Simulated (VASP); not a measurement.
# TaRu2 (Fd-3m) in VASP: single point with PBE

Aim: the single point of TaRu2 with PBE.

All numbers are computed with VASP 6.6.1; they aren't measurements. Logs are shortened: lines on timing, memory, paths and dates and some standing lists are left out, and cuts for length are marked.

## Step 1: The cell of the first run

Symmetry: Fd-3m, No. 227, cubic system. The conventional cell has a = 7.204 Å, b = 7.204 Å, c = 7.204 Å, α = 90.00°, β = 90.00°, γ = 90.00°. Ta (site symmetry -43m) has 12 Ru at 2.99 Å and 4 Ta at 3.12 Å within 3.9 Å. Ru (site symmetry -3m) has 6 Ru at 2.55 Å and 6 Ta at 2.99 Å within 3.4 Å.

## Step 2: Single point, PBE

The input, POSCAR:

```
TaRu2
1.0
    0.0000000000      3.6018878585      3.6018878585
    3.6018878585      0.0000000000      3.6018878585
    3.6018878585      3.6018878585      0.0000000000
Ta Ru
2 4
Direct
    0.0000000000      0.0000000000      0.0000000000
    0.2500000000      0.2500000000      0.2500000000
    0.6250000000      0.6250000000      0.6250000000
    0.1250000000      0.6250000000      0.6250000000
    0.6250000000      0.6250000000      0.1250000000
    0.6250000000      0.1250000000      0.6250000000
```

The input, INCAR.step1:

```
  PREC = Accurate
  ENCUT = 520
  EDIFF = 1E-7
  ISMEAR = 0
  SIGMA = 0.1
  LREAL = False
  LASPH = True
  NELM = 100
  ALGO = Fast
  ISIF = 2
  LWAVE = False
  LCHARG = True
  LMAXMIX = 4
  GGA = PE
  NBANDS = 48
```

The input, KPOINTS.step1:

```
Automatic mesh
0
Gamma
  10 10 10
```

The input, INCAR.step2:

```
  PREC = Accurate
  ENCUT = 520
  EDIFF = 1E-7
  ISMEAR = -5
  SIGMA = 0.1
  LREAL = False
  LASPH = True
  NELM = 100
  ALGO = Fast
  ISIF = 2
  LWAVE = False
  LCHARG = False
  LMAXMIX = 4
  GGA = PE
  LORBIT = 10
  NEDOS = 2001
  ICHARG = 11
```

The input, KPOINTS.step2:

```
Automatic mesh
0
Gamma
  15 15 15
```

Potentials or basis: VASP PAW PBE potentials, release 64 (Ta_pv, Ru_pv).

Launch:

```console
$ cat potpaw_PBE.64/Ta_pv/POTCAR potpaw_PBE.64/Ru_pv/POTCAR > POTCAR
$ cp INCAR.step1 INCAR
$ cp KPOINTS.step1 KPOINTS
$ mpirun -np 1 vasp_std > vasp.out
$ cp INCAR.step2 INCAR
$ cp KPOINTS.step2 KPOINTS
$ mpirun -np 1 vasp_std > vasp.out
```

OUTCAR:

```text
PREC = Accurate
   ENCUT = 520
   EDIFF = 1E-7
   ISMEAR = -5
   LREAL = False
   LASPH = True
   NELM = 100
   ISIF = 2
   GGA = PE
   LORBIT = 10
   ICHARG = 11

 ion  position               nearest neighbor table
   1  0.000  0.000  0.000-   3 2.99   5 2.99   6 2.99   3 2.99   4 2.99   5 2.99   3 2.99   4 2.99
                             6 2.99   4 2.99   5 2.99   6 2.99   2 3.12   2 3.12   2 3.12   2 3.12
   2  0.250  0.250  0.250-   4 2.99   5 2.99   6 2.99   3 2.99   4 2.99   6 2.99   3 2.99   4 2.99
                             5 2.99   3 2.99   5 2.99   6 2.99   1 3.12   1 3.12   1 3.12   1 3.12
   3  0.625  0.625  0.625-   4 2.55   5 2.55   6 2.55   5 2.55   6 2.55   4 2.55   1 2.99   2 2.99
                             1 2.99   2 2.99   1 2.99   2 2.99
   4  0.125  0.625  0.625-   3 2.55   5 2.55   6 2.55   3 2.55   5 2.55   6 2.55   2 2.99   1 2.99
                             1 2.99   2 2.99   2 2.99   1 2.99
   5  0.625  0.625  0.125-   3 2.55   3 2.55   4 2.55   6 2.55   6 2.55   4 2.55   1 2.99   2 2.99
                             1 2.99   2 2.99   1 2.99   2 2.99
   6  0.625  0.125  0.625-   3 2.55   5 2.55   3 2.55   4 2.55   5 2.55   4 2.55   2 2.99   1 2.99
                             2 2.99   2 2.99   1 2.99   1 2.99

  LATTYP: Found a face centered cubic cell.
 ALAT       =     7.2037757170

  Lattice vectors:

 A1 = (   0.0000000000,   3.6018878585,   3.6018878585)
 A2 = (   3.6018878585,   0.0000000000,   3.6018878585)
 A3 = (   3.6018878585,   3.6018878585,   0.0000000000)

Analysis of symmetry for initial positions (statically):
=====================================================================
 Subroutine PRICEL returns:
 Original cell was already a primitive cell.

 Routine SETGRP: Setting up the symmetry group for a
 face centered cubic supercell.

 Subroutine GETGRP returns: Found 48 space group operations
 (whereof 24 operations were pure point group operations)
 out of a pool of 48 trial point group operations.

The static configuration has the point symmetry T_d .
 The point group associated with its full space group is O_h .

Analysis of symmetry for dynamics (positions and initial velocities):
=====================================================================
 Subroutine PRICEL returns:
 Original cell was already a primitive cell.

 Routine SETGRP: Setting up the symmetry group for a
 face centered cubic supercell.

 Subroutine GETGRP returns: Found 48 space group operations
 (whereof 24 operations were pure point group operations)
 out of a pool of 48 trial point group operations.

The dynamic configuration has the point symmetry T_d .
 The point group associated with its full space group is O_h .

 Subroutine INISYM returns: Found 48 space group operations
 (whereof 24 operations are pure point group operations),
 and found     1 'primitive' translations

----------------------------------------------------------------------------------------

                                     Primitive cell

  volume of cell :      93.4589

  direct lattice vectors                    reciprocal lattice vectors
     0.000000000  3.601887859  3.601887859    -0.138816093  0.138816093  0.138816093
     3.601887859  0.000000000  3.601887859     0.138816093 -0.138816093  0.138816093
     3.601887859  3.601887859  0.000000000     0.138816093  0.138816093 -0.138816093

  length of vectors
     5.093838660  5.093838660  5.093838660     0.240436526  0.240436526  0.240436526

  position of ions in fractional coordinates (direct lattice)
     0.000000000  0.000000000  0.000000000
     0.250000000  0.250000000  0.250000000
     0.625000000  0.625000000  0.625000000
     0.125000000  0.625000000  0.625000000
     0.625000000  0.625000000  0.125000000
     0.625000000  0.125000000  0.625000000

  ion indices of the primitive-cell ions
   primitive index   ion index
                 1           1
                 2           2
                 3           3
                 4           4
                 5           5
                 6           6

----------------------------------------------------------------------------------------

 KPOINTS: Automatic mesh

Automatic generation of k-mesh.
 Grid dimensions read from file:
 generate k-points for:   15   15   15

 Generating k-lattice:

  Cartesian coordinates                     Fractional coordinates (reciprocal lattice)
    -0.009254406  0.009254406  0.009254406     0.066666667  0.000000000  0.000000000
     0.009254406 -0.009254406  0.009254406     0.000000000  0.066666667  0.000000000
     0.009254406  0.009254406 -0.009254406     0.000000000  0.000000000  0.066666667

  Length of vectors
     0.016029102  0.016029102  0.016029102

  Shift w.r.t. Gamma in fractional coordinates (k-lattice)
     0.000000000  0.000000000  0.000000000

 TETIRR: Found    484 inequivalent tetrahedra from    20250

 Subroutine IBZKPT returns following result:
 ===========================================

 Found    120 irreducible k-points:

 Following reciprocal coordinates:
            Coordinates               Weight
  0.000000  0.000000  0.000000      1.000000
  0.066667  0.000000  0.000000      8.000000
  0.133333  0.000000  0.000000      8.000000
  0.200000  0.000000  0.000000      8.000000
  0.266667  0.000000  0.000000      8.000000
  0.333333  0.000000  0.000000      8.000000
[... 16 lines left out ...]
  0.133333  0.133333  0.000000      6.000000
  0.200000  0.133333  0.000000     24.000000
 [... further k-points ...]
   k-points           NKPTS =    120   k-points in BZ     NKDIM =    120   number of bands    NBANDS=     46
   number of dos      NEDOS =   2001   number of ions     NIONS =      6
   total plane-waves  NPLWV =  64000
   dimension x,y,z NGX =    40 NGY =   40 NGZ =   40
   dimension x,y,z NGXF=    80 NGYF=   80 NGZF=   80
   ions per type =               2   4
   NGX,Y,Z   is equivalent  to a cutoff of  13.05, 13.05, 13.05 a.u.
   NGXF,Y,Z  is equivalent  to a cutoff of  26.11, 26.11, 26.11 a.u.
 SYSTEM =  unknown system
   PREC   = accura    normal or accurate (medium, high low for compatibility)
   ISTART =      0    job   : 0-new  1-cont  2-samecut
   ICHARG =     11    charge: 1-file 2-atom 10-const
   ISPIN  =      1    spin polarized calculation?
   LNONCOLLINEAR =      F non collinear calculations
   LSORBIT =      F    spin-orbit coupling
   LASPH  =      T    aspherical Exc in radial PAW
   ENCUT  =  520.0 eV  38.22 Ry    6.18 a.u.   9.47  9.47  9.47*2*pi/ulx,y,z
   NELM   =    100;   NELMIN=  2; NELMDL=  0     # of ELM steps
   EDIFF  = 0.1E-06   stopping-criterion for ELM
   LREAL  =      F    real-space projection
   EDIFFG = 0.1E-05   stopping-criterion for IOM
   NSW    =      0    number of steps for IOM
   IBRION =     -1    ionic relax: 0-MD 1-quasi-New 2-CG
   NFREE  =      0    steps in history (QN), initial steepest desc. (CG)
   ISIF   =      2    stress and relaxation
   ISYM   =      2    0-nonsym 1-usesym 2-fastsym
   POTIM  = 0.5000    time-step for ionic-motion
   TEBEG  =    0.0;   TEEND  =   0.0 temperature during run
   PSTRESS=    0.0 pullay stress
   NELECT =      78.0000    total number of electrons
   NUPDOWN=      -1.0000    fix difference up-down
   EMIN   =  10.00;   EMAX   =-10.00  energy-range for DOS
   EFERMI =   0.00;   METHOD = LEGACY
   ISMEAR =    -5;   SIGMA  =   0.10  broadening in eV -4-tet -1-fermi 0-gaus
   EFERMI_NEDOS =   21; number of points for ismear=-14 and -15
   IALGO  =     68    algorithm
   IMIX   =      4    mixing-type and parameters
     AMIX     =   0.40;   BMIX     =  1.00
     AMIX_MAG =   1.60;   BMIX_MAG =  1.00
  volume/ion in A,a.u.               =      15.58       105.12
  Fermi-wavevector in a.u.,A,eV,Ry     =   1.541344  2.912717 32.323914  2.375741
  Thomas-Fermi vector in A             =   2.647303
   LORBIT       =     10    0 simple, 1 ext, 2 COOP (PROOUT), +10 PAW based schemes
   GGA     = PE    functional components
   LHFCALC =     F    Hartree Fock is set to
   AEXX    =    0.0000 exact exchange contribution
   IVDW    =     0    specifies the selected vdW correction
   LEPSILON=     F    determine dielectric tensor
   LRPA    =     F    only Hartree local field effects (RPA)
 non-spin polarized calculation
 RMM-DIIS sequential band-by-band and
 Fermi weights with tetrahedron method with Bloechl corrections
  energy-cutoff  :      520.00
  volume of cell :       93.46
 maximum number of plane-waves:      2565
 NGX is ok and might be reduce to    40

 number of electron      78.0000015 magnetization

 Free energy of the ion-electron system (eV)
  ---------------------------------------------------
  ext. energy  EPLUGINS =         0.00000000
  ---------------------------------------------------
  free energy    TOTEN  =       -60.86569523 eV

  energy without entropy =      -60.86569523  energy(sigma->0) =      -60.86569523

 E-fermi :   9.8652     XC(G=0): -13.3122

 val. band max:        9.8723094948   @ k =  -0.3333   0.1333   0.0000
 cond. band min:       9.8531402250   @ k =   0.1333   0.1333   0.0000
 fundamental gap:     -0.0191692698
 Fermi energy:         9.8651707450

 k-point     1 :       0.0000    0.0000    0.0000
  band No.  band energies     occupation
      1     -34.1481      2.00000
      2     -33.4444      2.00000
      3     -33.4444      2.00000
      4     -33.4444      2.00000
      5     -33.2171      2.00000
      6     -33.2171      2.00000
[... 38 lines left out ...]
     45      12.1399      0.00000
     46      12.5653      0.00000
[... 1086 lines left out ...]
      6     -33.1830      2.00000
[... 38 lines left out ...]
     45      12.1528      0.00000
     46      12.3764      0.00000

 [... further k-points ...]

------------------------ aborting loop because EDIFF is reached ----------------------------------------

  FORCE on cell =-STRESS in cart. coord.  units (eV):
  Direction    XX          YY          ZZ          XY          YZ          ZX
  --------------------------------------------------------------------------------------
  -------------------------------------------------------------------------------------
  Total        0.0599676      0.0599676      0.0599676      0.0000000      0.0000000      0.0000000
  in kB        1.0280324      1.0280324      1.0280324      0.0000000      0.0000000      0.0000000
  external PRESSURE =       1.0280324 kB  Pullay stress =       0.0000000 kB

 VOLUME and BASIS-vectors are now :
 -----------------------------------------------------------------------------
  energy-cutoff  :      520.00
  volume of cell :       93.46
      direct lattice vectors                 reciprocal lattice vectors
     0.000000000  3.601887859  3.601887859    -0.138816093  0.138816093  0.138816093
     3.601887859  0.000000000  3.601887859     0.138816093 -0.138816093  0.138816093
     3.601887859  3.601887859  0.000000000     0.138816093  0.138816093 -0.138816093

 POSITION                                       TOTAL-FORCE (eV/Angst)
 -----------------------------------------------------------------------------------
      0.00000      0.00000      0.00000        -0.000000     -0.000000     -0.000000
      1.80094      1.80094      1.80094         0.000000      0.000000      0.000000
      4.50236      4.50236      4.50236         0.000000      0.000000     -0.000000
      4.50236      2.70142      2.70142         0.000000      0.000000     -0.000000
      2.70142      2.70142      4.50236         0.000000      0.000000     -0.000000
      2.70142      4.50236      2.70142         0.000000      0.000000     -0.000000
 -----------------------------------------------------------------------------------
    total drift:                                0.000000      0.000000     -0.000000

  FREE ENERGIE OF THE ION-ELECTRON SYSTEM (eV)
  ---------------------------------------------------
  free  energy   TOTEN  =       -60.8656952282 eV

  energy  without entropy=      -60.8656952282  energy(sigma->0) =      -60.86569523

 total charge

# of ion       s       p       d       tot
------------------------------------------
    1        0.323   6.159   2.157   8.638
    2        0.323   6.159   2.157   8.638
    3        0.431   6.322   6.000  12.753
    4        0.431   6.322   6.000  12.753
    5        0.431   6.322   6.000  12.753
    6        0.431   6.322   6.000  12.753
--------------------------------------------------
tot          2.371  37.606  28.313  68.290
```

It took 24 min on 1 thread of Intel Xeon Platinum 8259CL at 2.50GHz (Skylake/Cascade Lake), shared host; peak memory 0.52 GiB.

Results:

```
Valence electrons inside the program's atomic spheres : Ta 8.64; Ru 12.75
```

Caveat: spin-orbit coupling is left out, which moves the levels of the heavy elements.
